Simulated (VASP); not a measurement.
A run of VASP 6.6.1 is set up as follows.

File INCAR:

```
SYSTEM = Mn
PREC = Accurate ; ENCUT = 520
EDIFF = 1E-6 ; ISMEAR = 0
SIGMA = 0.1 ; LREAL = .FALSE.
LASPH = .TRUE. ; NELM = 150
ALGO = Normal ; ISIF = 2
LWAVE = .FALSE. ; LCHARG = .FALSE.
ISPIN = 2 ; MAGMOM = 0.16
LORBIT = 11 ; LMAXMIX = 4
GGA = PE ; NBANDS = 16
```

Contents of KPOINTS:

```
regular mesh
0
G
  20 20 20
  0 0 0
```

POSCAR

```
Mn
1.0
    0.0000000000      1.7514563207      1.7514563207
    1.7514563207      0.0000000000      1.7514563207
    1.7514563207      1.7514563207      0.0000000000
Mn
1
Direct
    0.0000000000      0.0000000000      0.0000000000
```

Potentials or basis: VASP PAW PBE potentials, release 64 (Mn_pv).

Launch:

```sh
$ cat potpaw_PBE.64/Mn_pv/POTCAR > POTCAR
$ mpirun -np 1 vasp_std > vasp.out
```

Estimate the pressure.

-0.2 GPa.

Predict the net moment.

0.01 μB per cell.
